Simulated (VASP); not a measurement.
Al:

```
CELL_PARAMETERS angstrom
-3.23431 3.23431 3.23431
3.23431 -3.23431 3.23431
3.23431 3.23431 -3.23431
ATOMIC_POSITIONS crystal
Al 0.25000 0.25000 0.25000
Al 0.50000 0.00000 0.25000
Al 0.00000 0.25000 0.50000
Al 0.25000 0.50000 0.00000
Al 0.75000 0.75000 0.75000
Al 0.50000 0.00000 0.75000
Al 0.00000 0.75000 0.50000
Al 0.75000 0.50000 0.00000
```

The cell was built from a structure type or drawn by symmetry, and may not be a known phase.

```yaml
Program: VASP 6.6.1
Task: relaxation of cell and atoms
Functional: PBE
Potentials_or_basis: VASP PAW PBE potentials, release 64 (Al)
Cutoff: 600 eV
k_mesh: 4 × 4 × 4
Occupations: gaussian, width 0.1 eV
Spin: no spin polarisation
```

At the start: pressure 29.5 GPa; volume 16.92 Å³/atom.

Question: How do energy, volume and symmetry change on relaxing?

Answer: Over 4 steps the energy falls by 478.4 meV/atom and the volume is 23.77 Å³/atom (+40.5 %); space group Ia-3d (No. 230, to 0.1 Å) before and after.

The path:
| step | energy change (eV) | largest force (eV/Å) | pressure (GPa) | volume (Å³) |
| --- | --- | --- | --- | --- |
| 1 | 0.0000 | 0.0000 | 29.47 | 135.33 |
| 2 | -3.6666 | 0.0000 | -3.04 | 205.87 |
| 3 | -3.8262 | 0.0000 | 0.33 | 188.69 |
| 4 | -3.8275 | 0.0000 | -0.03 | 190.19 |

Final structure:
```xyz
8
Lattice="-3.6228 3.6228 3.6228 3.6228 -3.6228 3.6228 3.6228 3.6228 -3.6228" Properties=species:S:1:pos:R:3 pbc="T T T"
Al    0.9057    0.9057    0.9057
Al   -0.9057    2.7171    0.9057
Al    2.7171    0.9057   -0.9057
Al    0.9057   -0.9057    2.7171
Al    2.7171    2.7171    2.7171
Al    0.9057    4.5285   -0.9057
Al    0.9057    2.7171    4.5285
Al    2.7171    4.5285    0.9057
```

Caveat: the volume moved by over 15 % at a fixed basis, so the end points are rough.
